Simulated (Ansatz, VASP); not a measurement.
**One calculation of Ge, two programs**

File INCAR:

```
SYSTEM = Ge
ALGO     = Normal         ! electronic algorithm
EDIFF    = 1E-7           ! SCF threshold, eV
EDIFFG   = -0.02          ! ionic threshold
ENCUT    = 600            ! plane-wave cutoff, eV
GGA      = PS             ! functional
IBRION   = 2              ! ionic algorithm
ISIF     = 3              ! what is computed and relaxed
ISMEAR   = -1             ! smearing method
LASPH    = .True.         ! aspherical terms in the spheres
LCHARG   = .False.        ! write CHGCAR
LREAL    = .False.        ! projectors in reciprocal space
LWAVE    = .False.        ! write WAVECAR
NELM     = 100            ! most SCF steps
NSW      = 80             ! ionic steps
PREC     = Accurate       ! precision mode
SIGMA    = 0.05           ! smearing width, eV
```

The input KPOINTS:

```
k-points
0
Gamma
  11 11 11
  0 0 0
```

The input POSCAR:

```
Ge
1.0
   -2.5744897190      2.5744897190      1.3974126432
    2.5744897190     -2.5744897190      1.3974126432
    2.5744897190      2.5744897190     -1.3974126432
Ge
2
Direct
    0.5000000000      0.5000000000      0.0000000000
    0.2500000000      0.7500000000      0.5000000000
```

The input input.yaml:

```yaml
crystal:
  lattice:
    - [-2.574489719, 2.574489719, 1.3974126432]
    - [2.574489719, -2.574489719, 1.3974126432]
    - [2.574489719, 2.574489719, -1.3974126432]
  atoms:
    - { symbol: Ge, position: [0.5, 0.5, 0.0] }
    - { symbol: Ge, position: [0.25, 0.75, 0.5] }
kpoints:
  mp_grid: { grid: [11, 11, 11] }
scf:
  occupations: { method: fermi_dirac, width: 0.05 }
hamiltonian:
  xc: pbesol
  pseudopotentials: { kind: all_electron, lapw: { basis_error: 0.001 } }
output:
  forces: true
  stress: true
relax:
  f_tol: 0.02
  max_steps: 60
  cell: {}
```

Alike in both runs: task relaxation of cell and atoms; functional PBEsol; k mesh 11 × 11 × 11; occupations fermi-dirac, width 0.05 eV; no spin polarisation.

```csv
,VASP,Ansatz
version,VASP 6.6.1,Ansatz 0.2.0
potentials or method,"VASP PAW PBE potentials, release 64 (Ge_d), cutoff 600 eV","all-electron LAPW, scalar-relativistic"
```

Ansatz gave:

| Item | Value |
| --- | --- |
| relaxed volume (Å³/atom) | 18.39 |
| relaxed cell length with the largest relative difference (Å) | 3.892 |

Question: What did VASP give for the same quantities?

Answer: Relaxed volume (Å³/atom): 18.35; relaxed cell length with the largest relative difference (Å): 3.889.

VASP's potentials were made for PBE, not for PBEsol. Ansatz ran all-electron here, and VASP with PAW potentials.
